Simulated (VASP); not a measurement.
# InSe (R3m) in VASP: further runs, part 2 of 2

VASP 6.6.1. Earlier steps stand in the parts before.

**3. Single point, LDA**

Input file INCAR:

```
PREC = Accurate
ENCUT = 520
EDIFF = 1E-6
ISMEAR = -1
SIGMA = 0.02
LREAL = False
LASPH = True
NELM = 80
ALGO = Normal
ISIF = 2
LWAVE = False
LCHARG = False
NBANDS = 27
```

Input file KPOINTS:

```
regular mesh
0
Gamma
  7 7 7
```

Input file POSCAR:

```
InSe
1.0
    1.9874512734      1.1474555277      8.1277512801
   -1.9874512734      1.1474555277      8.1277512801
    0.0000000000     -2.2949110554      8.1277512801
In Se
2 2
Direct
   -0.0005544345     -0.0005544345     -0.0005544345
    0.1119220368      0.1119220368      0.1119220368
    0.6141719878      0.6141719878      0.6141719878
    0.8304604099      0.8304604099      0.8304604099
```

Potentials or basis: VASP PAW LDA potentials, release 64 (In_d, Se).

Launch:

```bash
$ cat potpaw_LDA.64/In_d/POTCAR potpaw_LDA.64/Se/POTCAR > POTCAR
$ mpirun -np 1 vasp_std > vasp.out
```

OUTCAR:

```text
PREC = Accurate
   ENCUT = 520
   EDIFF = 1E-6
   ISMEAR = -1
   LREAL = False
   LASPH = True
   NELM = 80
   ISIF = 2

 ion  position               nearest neighbor table
   1  0.999  0.999  0.999-   3 2.62   3 2.62   3 2.62   2 2.74
   2  0.112  0.112  0.112-   4 2.62   4 2.62   4 2.62   1 2.74
   3  0.614  0.614  0.614-   1 2.62   1 2.62   1 2.62
   4  0.830  0.830  0.830-   2 2.62   2 2.62   2 2.62

  LATTYP: Found a trigonal (rhomboedric) cell.
 ALAT       =     8.4455288540
 COS(alpha) =     0.8892434867

  Lattice vectors:

 A1 = (   1.9874512734,   1.1474555277,   8.1277512801)
 A2 = (  -1.9874512734,   1.1474555277,   8.1277512801)
 A3 = (   0.0000000000,  -2.2949110554,   8.1277512801)

Analysis of symmetry for initial positions (statically):
=====================================================================
 Subroutine PRICEL returns:
 Original cell was already a primitive cell.

 Routine SETGRP: Setting up the symmetry group for a
 trigonal (rhombohedral) supercell.

 Subroutine GETGRP returns: Found  6 space group operations
 (whereof  6 operations were pure point group operations)
 out of a pool of 12 trial point group operations.

The static configuration has the point symmetry C_3v.

Analysis of symmetry for dynamics (positions and initial velocities):
=====================================================================
 Subroutine PRICEL returns:
 Original cell was already a primitive cell.

 Routine SETGRP: Setting up the symmetry group for a
 trigonal (rhombohedral) supercell.

 Subroutine GETGRP returns: Found  6 space group operations
 (whereof  6 operations were pure point group operations)
 out of a pool of 12 trial point group operations.

The dynamic configuration has the point symmetry C_3v.

 Subroutine INISYM returns: Found  6 space group operations
[... 111 lines left out ...]
   PSTRESS=    0.0 pullay stress
   NELECT =      38.0000    total number of electrons
   NUPDOWN=      -1.0000    fix difference up-down
   EMIN   =  10.00;   EMAX   =-10.00  energy-range for DOS
   EFERMI =   0.00;   METHOD = LEGACY
   ISMEAR =    -1;   SIGMA  =   0.02  broadening in eV -4-tet -1-fermi 0-gaus
   EFERMI_NEDOS =   21; number of points for ismear=-14 and -15
   IALGO  =     38    algorithm
   IMIX   =      4    mixing-type and parameters
     AMIX     =   0.40;   BMIX     =  1.00
     AMIX_MAG =   1.60;   BMIX_MAG =  1.00
  volume/ion in A,a.u.               =      27.80       187.62
  Fermi-wavevector in a.u.,A,eV,Ry     =   1.144506  2.162803 17.822186  1.309894
  Thomas-Fermi vector in A             =   2.281198
   LORBIT       =      0    0 simple, 1 ext, 2 COOP (PROOUT), +10 PAW based schemes
   GGA     = CA    functional components
   LHFCALC =     F    Hartree Fock is set to
   AEXX    =    0.0000 exact exchange contribution
   IVDW    =     0    specifies the selected vdW correction
   LEPSILON=     F    determine dielectric tensor
   LRPA    =     F    only Hartree local field effects (RPA)
 non-spin polarized calculation
  energy-cutoff  :      520.00
  volume of cell :      111.21
 maximum number of plane-waves:      3037
   NGX = 31   NGY = 31   NGZ = 31

 number of electron      38.0000000 magnetization

 Free energy of the ion-electron system (eV)
  ---------------------------------------------------
  ext. energy  EPLUGINS =         0.00000000
  ---------------------------------------------------
  free energy    TOTEN  =       -16.66949723 eV

  energy without entropy =      -16.66949722  energy(sigma->0) =      -16.66949723

 E-fermi :   4.6804     XC(G=0):  -9.4985

 val. band max:        4.3547537882   @ k =  -0.4286   0.4286   0.4286
 cond. band min:       4.9839705486   @ k =   0.4286   0.4286   0.4286
 fundamental gap:      0.6292167604
 Fermi energy:         4.6804220636

 k-point     1 :       0.0000    0.0000    0.0000
  band No.  band energies     occupation
      1     -10.4178      2.00000
      2     -10.1967      2.00000
      3     -10.1967      2.00000
      4     -10.0953      2.00000
      5     -10.0953      2.00000
      6     -10.0866      2.00000
[... 709 lines left out ...]
     26      10.9541      0.00000
     27      11.5591      0.00000

 [... further k-points ...]
[... 5 lines left out ...]
  --------------------------------------------------------------------------------------
  -------------------------------------------------------------------------------------
  Total        0.1057388      0.1057388      0.1095487      0.0000000     -0.0000000      0.0000000
  in kB        1.5233186      1.5233186      1.5782058      0.0000000     -0.0000000      0.0000000
  external PRESSURE =       1.5416144 kB  Pullay stress =       0.0000000 kB

 VOLUME and BASIS-vectors are now :
 -----------------------------------------------------------------------------
  energy-cutoff  :      520.00
  volume of cell :      111.21
      direct lattice vectors                 reciprocal lattice vectors
     1.987451273  1.147455528  8.127751280     0.251578495  0.145248912  0.041011754
    -1.987451273  1.147455528  8.127751280    -0.251578495  0.145248912  0.041011754
     0.000000000 -2.294911055  8.127751280     0.000000000 -0.290497823  0.041011754

 POSITION                                       TOTAL-FORCE (eV/Angst)
 -----------------------------------------------------------------------------------
      0.00000      0.00000     24.36973         0.000000      0.000000      0.014238
      0.00000      0.00000      2.72902         0.000000      0.000000     -0.014093
      0.00000      0.00000     14.97551         0.000000      0.000000     -0.028351
      0.00000      0.00000     20.24933         0.000000     -0.000000      0.028205
 -----------------------------------------------------------------------------------
    total drift:                               -0.000000     -0.000000     -0.000055

  FREE ENERGIE OF THE ION-ELECTRON SYSTEM (eV)
  ---------------------------------------------------
  free  energy   TOTEN  =       -16.6694972262 eV

  energy  without entropy=      -16.6694972242  energy(sigma->0) =      -16.66949723
```

OSZICAR:

```text
N       E                     dE             d eps       ncg     rms          rms(c)
DAV:   1     0.344076075156E+03    0.34408E+03   -0.17319E+04  2376   0.158E+03
DAV:   2     0.246711687140E+02   -0.31940E+03   -0.30934E+03  2411   0.394E+02
DAV:   3    -0.152856015827E+02   -0.39957E+02   -0.39187E+02  3027   0.148E+02
DAV:   4    -0.170919963614E+02   -0.18064E+01   -0.18011E+01  2816   0.322E+01
DAV:   5    -0.171678896888E+02   -0.75893E-01   -0.75881E-01  3693   0.648E+00    0.717E+00
DAV:   6    -0.167199512647E+02    0.44794E+00   -0.80830E-01  3356   0.147E+01    0.437E+00
DAV:   7    -0.166757735772E+02    0.44178E-01   -0.32466E-01  3250   0.400E+00    0.109E+00
DAV:   8    -0.166702972242E+02    0.54764E-02   -0.27584E-02  3668   0.185E+00    0.573E-01
DAV:   9    -0.166694722459E+02    0.82498E-03   -0.45772E-03  2910   0.440E-01    0.140E-01
DAV:  10    -0.166694886632E+02   -0.16417E-04   -0.28111E-04  3666   0.121E-01    0.808E-02
DAV:  11    -0.166695000862E+02   -0.11423E-04   -0.47359E-05  3007   0.690E-02    0.160E-02
DAV:  12    -0.166694969130E+02    0.31732E-05   -0.96287E-06  3482   0.305E-02    0.134E-02
DAV:  13    -0.166694972262E+02   -0.31316E-06   -0.14588E-06  1750   0.731E-03
   1 F= -.16669497E+02 E0= -.16669497E+02  d E =-.202679E-08
```

It took 11 min on 1 thread of Intel Xeon Platinum 8259CL at 2.50GHz (Skylake/Cascade Lake), shared host; peak memory 0.46 GiB.

What came out:

- Free energy: -16.6695 eV
- Pressure: 0.2 GPa
- Largest force: 0.028 eV/Å
- Band gap on the k mesh: 0.63 eV, indirect (least direct gap 0.69 eV)

Forces on the atoms (eV/Å):
```
In   0.000  0.000  0.014
In   0.000  0.000 -0.014
Se   0.000  0.000 -0.028
Se   0.000  0.000  0.028
```

Caveat: spin-orbit coupling is left out, which moves the levels of the heavy elements. A k mesh can miss the band edges.
